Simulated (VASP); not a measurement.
# BaTiO3 (P4mm) in VASP: single point with r2SCAN+rVV10

Aim: the single point of BaTiO3 with r2SCAN+rVV10.

All numbers are computed with VASP 6.6.1; they aren't measurements. Logs are shortened: lines on timing, memory, paths and dates and some standing lists are left out, and cuts for length are marked.

## Step 1: The cell of the first run

The structure is tetragonal, space group P4mm (No. 99). Conventional cell: a = 3.967 Å, b = 3.967 Å, c = 4.066 Å, α = 90.00°, β = 90.00°, γ = 90.00°. Ba (site symmetry 4mm) has 12 O at 2.79 to 2.90 Å and 8 Ti at 3.42 to 3.51 Å within 3.7 Å. Within 2.4 Å of Ti (site symmetry 4mm) lie 6 O at 1.84 to 2.23 Å. Within 2.4 Å of O (site symmetry 4mm) lie 2 Ti at 1.84 to 2.23 Å. O (site symmetry 2mm) has 2 Ti at 1.99 Å within 2.6 Å.

## Step 2: Single point, r2SCAN+rVV10

File POSCAR:

```
BaTiO3
1.0
    3.9672898506      0.0000000000      0.0000000000
    0.0000000000      3.9672898506      0.0000000000
    0.0000000000      0.0000000000      4.0662167338
Ba Ti O
1 1 3
Direct
    0.0000000000      0.0000000000     -0.0017871781
    0.5000000000      0.5000000000      0.4813897748
    0.5000000000      0.5000000000      0.0298395205
    0.5000000000      0.0000000000      0.5167789414
    0.0000000000      0.5000000000      0.5167789414
```

File INCAR.step1:

```
SYSTEM = BaTiO3
PREC = Accurate
ENCUT = 910
ISMEAR = 0
SIGMA = 0.01
LREAL = .False.
LASPH = .True.
NELM = 120
NBANDS = 28
GGA = PE
ALGO = Normal
EDIFF = 1E-5
LWAVE = .True.
LCHARG = .False.
GGA_COMPAT = .False.
```

File INCAR.step2:

```
SYSTEM = BaTiO3
PREC = Accurate
ENCUT = 910
EDIFF = 1E-6
ISMEAR = 0
SIGMA = 0.01
LREAL = .False.
LASPH = .True.
NELM = 120
ALGO = Normal
ISIF = 2
LWAVE = .False.
LCHARG = .False.
METAGGA = R2SCAN
LMIXTAU = .True.
LUSE_VDW = .True.
IVDW_NL = 2
BPARAM = 11.95
CPARAM = 0.0093
NBANDS = 28
ISTART = 1
GGA_COMPAT = .False.
```

File KPOINTS:

```
regular mesh
0
Gamma
  5 5 5
  0 0 0
```

Potentials or basis: VASP PAW PBE potentials, release 64 (Ba_sv, Ti_sv, O_h).

On the command line:

```sh
$ cat potpaw_PBE.64/Ba_sv/POTCAR potpaw_PBE.64/Ti_sv/POTCAR potpaw_PBE.64/O_h/POTCAR > POTCAR
$ cp INCAR.step1 INCAR
$ mpirun -np 1 vasp_std > vasp.out
$ cp INCAR.step2 INCAR
$ mpirun -np 1 vasp_std > vasp.out
```

OUTCAR:

```text
SYSTEM = BaTiO3
   PREC = Accurate
   ENCUT = 910
   EDIFF = 1E-6
   ISMEAR = 0
   LREAL = .False.
   LASPH = .True.
   NELM = 120
   ISIF = 2
   METAGGA = R2SCAN
   IVDW_NL = 2
   BPARAM = 11.95
   ISTART = 1

 ion  position               nearest neighbor table
   1  0.000  0.000  0.998-   4 2.79   5 2.79   5 2.79   4 2.79   3 2.81   3 2.81   3 2.81   3 2.81
                             4 2.90   5 2.90   5 2.90   4 2.90   2 3.42   2 3.42   2 3.42   2 3.42
   2  0.500  0.500  0.481-   3 1.84   4 1.99   5 1.99   4 1.99   5 1.99   1 3.42   1 3.42   1 3.42
                             1 3.42   1 3.51   1 3.51   1 3.51   1 3.51
   3  0.500  0.500  0.030-   2 1.84   1 2.81   1 2.81   1 2.81   1 2.81
   4  0.500  0.000  0.517-   2 1.99   2 1.99   1 2.79   1 2.79   1 2.90   1 2.90
   5  0.000  0.500  0.517-   2 1.99   2 1.99   1 2.79   1 2.79   1 2.90   1 2.90

  LATTYP: Found a simple tetragonal cell.
 ALAT       =     3.9672898506
 C/A-ratio  =     1.0249356329

  Lattice vectors:

 A1 = (   3.9672898506,   0.0000000000,   0.0000000000)
 A2 = (   0.0000000000,   3.9672898506,   0.0000000000)
 A3 = (   0.0000000000,   0.0000000000,   4.0662167338)

Analysis of symmetry for initial positions (statically):
=====================================================================
 Subroutine PRICEL returns:
 Original cell was already a primitive cell.

 Routine SETGRP: Setting up the symmetry group for a
 simple tetragonal supercell.

 Subroutine GETGRP returns: Found  8 space group operations
 (whereof  8 operations were pure point group operations)
 out of a pool of 16 trial point group operations.

The static configuration has the point symmetry C_4v.

Analysis of symmetry for dynamics (positions and initial velocities):
=====================================================================
 Subroutine PRICEL returns:
 Original cell was already a primitive cell.

 Routine SETGRP: Setting up the symmetry group for a
 simple tetragonal supercell.

 Subroutine GETGRP returns: Found  8 space group operations
 (whereof  8 operations were pure point group operations)
 out of a pool of 16 trial point group operations.

The dynamic configuration has the point symmetry C_4v.

 Subroutine INISYM returns: Found  8 space group operations
 (whereof  8 operations are pure point group operations),
 and found     1 'primitive' translations

----------------------------------------------------------------------------------------

                                     Primitive cell

  volume of cell :      63.9998

  direct lattice vectors                    reciprocal lattice vectors
     3.967289851  0.000000000  0.000000000     0.252061240  0.000000000  0.000000000
     0.000000000  3.967289851  0.000000000     0.000000000  0.252061240  0.000000000
     0.000000000  0.000000000  4.066216734     0.000000000  0.000000000  0.245928849

  length of vectors
     3.967289851  3.967289851  4.066216734     0.252061240  0.252061240  0.245928849

  position of ions in fractional coordinates (direct lattice)
     0.000000000  0.000000000  0.998212822
     0.500000000  0.500000000  0.481389775
     0.500000000  0.500000000  0.029839520
     0.500000000  0.000000000  0.516778941
     0.000000000  0.500000000  0.516778941

  ion indices of the primitive-cell ions
   primitive index   ion index
                 1           1
                 2           2
                 3           3
                 4           4
                 5           5

----------------------------------------------------------------------------------------

 KPOINTS: regular mesh

Automatic generation of k-mesh.
 Grid dimensions read from file:
 generate k-points for:    5    5    5

 Generating k-lattice:

  Cartesian coordinates                     Fractional coordinates (reciprocal lattice)
     0.050412248  0.000000000  0.000000000     0.200000000  0.000000000  0.000000000
     0.000000000  0.050412248  0.000000000     0.000000000  0.200000000  0.000000000
     0.000000000  0.000000000  0.049185770     0.000000000  0.000000000  0.200000000

  Length of vectors
     0.050412248  0.050412248  0.049185770

  Shift w.r.t. Gamma in fractional coordinates (k-lattice)
     0.000000000  0.000000000  0.000000000

 Subroutine IBZKPT returns following result:
 ===========================================

 Found     18 irreducible k-points:

 Following reciprocal coordinates:
            Coordinates               Weight
  0.000000  0.000000  0.000000      1.000000
  0.200000  0.000000  0.000000      4.000000
  0.400000  0.000000  0.000000      4.000000
  0.200000  0.200000  0.000000      4.000000
  0.400000  0.200000  0.000000      8.000000
  0.400000  0.400000  0.000000      4.000000
[... 10 lines left out ...]
  0.400000  0.200000  0.400000     16.000000
  0.400000  0.400000  0.400000      8.000000
   k-points           NKPTS =     18   k-points in BZ     NKDIM =     18   number of bands    NBANDS=     28
   number of dos      NEDOS =    301   number of ions     NIONS =      5
   total plane-waves  NPLWV =  64000
   dimension x,y,z NGX =    40 NGY =   40 NGZ =   40
   dimension x,y,z NGXF=    80 NGYF=   80 NGZF=   80
   ions per type =               1   1   3
   NGX,Y,Z   is equivalent  to a cutoff of  16.76, 16.76, 16.35 a.u.
   NGXF,Y,Z  is equivalent  to a cutoff of  33.52, 33.52, 32.71 a.u.
 SYSTEM =  BaTiO3
   PREC   = accura    normal or accurate (medium, high low for compatibility)
   ISTART =      1    job   : 0-new  1-cont  2-samecut
   ICHARG =      0    charge: 1-file 2-atom 10-const
   ISPIN  =      1    spin polarized calculation?
   LNONCOLLINEAR =      F non collinear calculations
   LSORBIT =      F    spin-orbit coupling
   LASPH  =      T    aspherical Exc in radial PAW
   ENCUT  =  910.0 eV  66.88 Ry    8.18 a.u.   9.76  9.76 10.00*2*pi/ulx,y,z
   NELM   =    120;   NELMIN=  2; NELMDL=  0     # of ELM steps
   EDIFF  = 0.1E-05   stopping-criterion for ELM
   LREAL  =      F    real-space projection
   EDIFFG = 0.1E-04   stopping-criterion for IOM
   NSW    =      0    number of steps for IOM
   IBRION =     -1    ionic relax: 0-MD 1-quasi-New 2-CG
   NFREE  =      0    steps in history (QN), initial steepest desc. (CG)
   ISIF   =      2    stress and relaxation
   ISYM   =      2    0-nonsym 1-usesym 2-fastsym
   POTIM  = 0.5000    time-step for ionic-motion
   TEBEG  =    0.0;   TEEND  =   0.0 temperature during run
   PSTRESS=    0.0 pullay stress
   NELECT =      40.0000    total number of electrons
   NUPDOWN=      -1.0000    fix difference up-down
   EMIN   =  10.00;   EMAX   =-10.00  energy-range for DOS
   EFERMI =   0.00;   METHOD = LEGACY
   ISMEAR =     0;   SIGMA  =   0.01  broadening in eV -4-tet -1-fermi 0-gaus
   EFERMI_NEDOS =   21; number of points for ismear=-14 and -15
   IALGO  =     38    algorithm
   IMIX   =      4    mixing-type and parameters
     AMIX     =   0.40;   BMIX     =  1.00
     AMIX_MAG =   1.60;   BMIX_MAG =  1.00
  volume/ion in A,a.u.               =      12.80        86.38
  Fermi-wavevector in a.u.,A,eV,Ry     =   1.399701  2.645052 26.656041  1.959164
  Thomas-Fermi vector in A             =   2.522735
   LORBIT       =      0    0 simple, 1 ext, 2 COOP (PROOUT), +10 PAW based schemes
   METAGGA = R2SCAN    functional components
   LHFCALC =     F    Hartree Fock is set to
   AEXX    =    0.0000 exact exchange contribution
   IVDW_NL    =     2    kernel type
   BPARAM     =11.9500
   IVDW    =     0    specifies the selected vdW correction
   LEPSILON=     F    determine dielectric tensor
   LRPA    =     F    only Hartree local field effects (RPA)
 non-spin polarized calculation
 Gauss-broadening in eV      SIGMA  =   0.01
  energy-cutoff  :      910.00
  volume of cell :       64.00
 maximum number of plane-waves:      4002
 NGX is ok and might be reduce to    40
   NGX = 19   NGY = 19   NGZ = 21

 number of electron      40.0000005 magnetization

 Free energy of the ion-electron system (eV)
  ---------------------------------------------------
  ext. energy  EPLUGINS =         0.00000000
  ---------------------------------------------------
  free energy    TOTEN  =       -73.36520343 eV

  energy without entropy =      -73.36520343  energy(sigma->0) =      -73.36520343

 E-fermi :   3.8765     XC(G=0): -11.9711

 val. band max:        3.8092226872   @ k =   0.4000   0.4000   0.2000
 cond. band min:       6.2256591670   @ k =   0.0000   0.0000   0.0000
 fundamental gap:      2.4164364798
 Fermi energy:         3.8764761840

 k-point     1 :       0.0000    0.0000    0.0000
  band No.  band energies     occupation
      1     -54.7426      2.00000
      2     -29.9929      2.00000
      3     -29.9078      2.00000
      4     -29.9078      2.00000
      5     -21.5853      2.00000
      6     -13.9735      2.00000
[... 20 lines left out ...]
     27       9.5832      0.00000
     28      12.1028      0.00000

 k-point     2 :       0.2000    0.0000    0.0000
  band No.  band energies     occupation
      1     -54.7422      2.00000
      2     -29.9921      2.00000
      3     -29.9305      2.00000
      4     -29.9070      2.00000
      5     -21.5379      2.00000
      6     -14.0174      2.00000
[... 20 lines left out ...]
     27      10.3227      0.00000
     28      13.0280      0.00000

 k-point     3 :       0.4000    0.0000    0.0000
  band No.  band energies     occupation
      1     -54.7415      2.00000
      2     -29.9907      2.00000
      3     -29.9668      2.00000
      4     -29.9058      2.00000
      5     -21.4591      2.00000
      6     -14.1867      2.00000
[... 20 lines left out ...]
     27      11.8268      0.00000
     28      12.7874      0.00000

 k-point     4 :       0.2000    0.2000    0.0000
  band No.  band energies     occupation
      1     -54.7418      2.00000
      2     -29.9913      2.00000
      3     -29.9299      2.00000
      4     -29.9291      2.00000
      5     -21.4964      2.00000
      6     -13.9815      2.00000
[... 392 lines left out ...]
     27      12.4722      0.00000
     28      13.2024      0.00000

 k-point    17 :       0.4000    0.2000    0.4000
  band No.  band energies     occupation
      1     -54.7403      2.00000
      2     -30.0330      2.00000
      3     -29.9631      2.00000
      4     -29.9263      2.00000
      5     -21.3648      2.00000
      6     -13.5734      2.00000
[... 20 lines left out ...]
     27      12.7540      0.00000
     28      13.1118      0.00000

 k-point    18 :       0.4000    0.4000    0.4000
  band No.  band energies     occupation
      1     -54.7396      2.00000
      2     -30.0313      2.00000
      3     -29.9616      2.00000
      4     -29.9614      2.00000
      5     -21.3205      2.00000
      6     -13.3415      2.00000
[... 20 lines left out ...]
     27      12.1109      0.00000
     28      12.3846      0.00000

------------------------ aborting loop because EDIFF is reached ----------------------------------------

  FORCE on cell =-STRESS in cart. coord.  units (eV):
  Direction    XX          YY          ZZ          XY          YZ          ZX
  --------------------------------------------------------------------------------------
  -------------------------------------------------------------------------------------
  Total        0.7754944      0.7754944      0.8200623      0.0000000      0.0000000      0.0000000
  in kB       19.4138142     19.4138142     20.5295314      0.0000000      0.0000000      0.0000000
  external PRESSURE =      19.7857200 kB  Pullay stress =       0.0000000 kB

 VOLUME and BASIS-vectors are now :
 -----------------------------------------------------------------------------
  energy-cutoff  :      910.00
  volume of cell :       64.00
      direct lattice vectors                 reciprocal lattice vectors
     3.967289851  0.000000000  0.000000000     0.252061240  0.000000000  0.000000000
     0.000000000  3.967289851  0.000000000     0.000000000  0.252061240  0.000000000
     0.000000000  0.000000000  4.066216734     0.000000000  0.000000000  0.245928849

 POSITION                                       TOTAL-FORCE (eV/Angst)
 -----------------------------------------------------------------------------------
      0.00000      0.00000      4.05895         0.000000      0.000000      0.030759
      1.98364      1.98364      1.95744         0.000000     -0.000000      0.105893
      1.98364      1.98364      0.12133         0.000000      0.000000     -0.104656
      1.98364      0.00000      2.10134         0.000000     -0.000000     -0.015998
      0.00000      1.98364      2.10134         0.000000     -0.000000     -0.015998
 -----------------------------------------------------------------------------------
    total drift:                                0.000000      0.000000      0.005736

  FREE ENERGIE OF THE ION-ELECTRON SYSTEM (eV)
  ---------------------------------------------------
  free  energy   TOTEN  =       -73.3652034346 eV

  energy  without entropy=      -73.3652034346  energy(sigma->0) =      -73.36520343
```

Wall time 6.3 min (1 thread of Intel Xeon Platinum 8488C (Sapphire Rapids), shared host); peak memory 0.54 GiB.

What came out:

```yaml
Free_energy: -73.3652 eV
Pressure: 2.0 GPa
Largest_force: 0.106 eV/Å
Band_gap_on_the_k_mesh: 2.42 eV (least direct gap 2.65 eV)
```

Forces in eV/Å, atoms in the order of the input:
```
Ba   0.000  0.000  0.031
Ti   0.000  0.000  0.106
O    0.000  0.000 -0.105
O    0.000  0.000 -0.016
O    0.000  0.000 -0.016
```

Caveat: the cutoff is under 1.25 times the usual one of these potentials, so pressure, stress and relaxed cells hold a basis-set (Pulay) error; the PAW data sets were made with another functional, which shifts forces and pressure a little; spin-orbit coupling is left out, which moves the levels of the heavy elements; an odd mesh through Γ misses points on the zone boundary, where band edges can lie.
